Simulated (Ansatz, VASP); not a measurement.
BN in VASP and in Ansatz

File INCAR:

```
SYSTEM = BN
PREC = Accurate
ENCUT = 1330
EDIFF = 1E-6
ISMEAR = 0
SIGMA = 0.01
LREAL = .FALSE.
LASPH = .TRUE.
NELM = 120
ALGO = Normal
ISIF = 2
LWAVE = .FALSE.
LCHARG = .FALSE.
GGA = CA
NBANDS = 11
GGA_COMPAT = .FALSE.
```

Contents of KPOINTS:

```
regular mesh
0
G
  9 9 9
  0 0 0
```

Contents of POSCAR:

```
BN
1.0
    0.0208844043      1.7839403099      1.7839403099
    1.7839403099      0.0208844043      1.7839403099
    1.7839403099      1.7839403099      0.0208844043
B N
1 1
Direct
    0.0002179651      0.0002179651      0.0002179651
    0.2497820349      0.2497820349      0.2497820349
```

Input for Ansatz:

```yaml
crystal:
  lattice:
    - [0.0208844043, 1.7839403099, 1.7839403099]
    - [1.7839403099, 0.0208844043, 1.7839403099]
    - [1.7839403099, 1.7839403099, 0.0208844043]
  atoms:
    - { symbol: B, position: [0.0002179651, 0.0002179651, 0.0002179651] }
    - { symbol: "N", position: [0.2497820349, 0.2497820349, 0.2497820349] }
basis:
  ecutwfc: 420
kpoints:
  mp_grid: { grid: [9, 9, 9] }
  band_path:
    path:
      - [0.0, 0.0, 0.0]
      - [0.0, 0.0, 0.0]
      - [0.5, 0.5, 0.0]
      - [0.0, 0.5, 0.5]
      - [0.5, 0.5, 0.5]
      - [0.0, 0.0, 0.5]
      - [-0.002380962, 0.002380962, 0.0]
      - [0.002380962, -0.002380962, 0.0]
      - [-0.002380962, 0.002380962, 0.0]
      - [0.002380962, -0.002380962, 0.0]
    npoints: 1
hamiltonian:
  xc: lda
  pseudopotentials: { kind: paw, azcp: { folder: soft_1 } }
scf:
  occupations: { method: fixed }
  n_extra_bands: 5
output:
  forces: true
  stress: true
  eigenvalues: true
```

Alike in both runs: task single point; functional LDA; k mesh 9 × 9 × 9; no spin polarisation.

```csv
,VASP,Ansatz
version,VASP 6.6.1,Ansatz 0.2.0
potentials or method,"VASP PAW LDA potentials, release 64 (B_h, N_h), cutoff 1330 eV","scalar-relativistic, plane waves, PAW"
occupations,"gaussian, width 0.01 eV",fixed
valence electrons in the cell,8,8
```

VASP gave:

| Property | Result |
| --- | --- |
| gap on the k mesh at the Fermi level (eV) | 4.53 |
| least direct gap on the mesh (eV) | 8.55 |
| pressure (GPa) | 12.9 |
| traceless stress, the component that is largest in VASP (GPa) | -5.96 |

Q: What did Ansatz give for the same quantities?

A: gap on the k mesh at the Fermi level (eV): 4.53; least direct gap on the mesh (eV): 8.55; pressure (GPa): 11.8; traceless stress, the component that is largest in VASP (GPa): -5.92.

Ansatz warns that its potentials were made for another functional, while VASP's fit it. LDA's correlation is that of Perdew and Zunger in VASP and of Perdew and Wang (1992) in Ansatz.
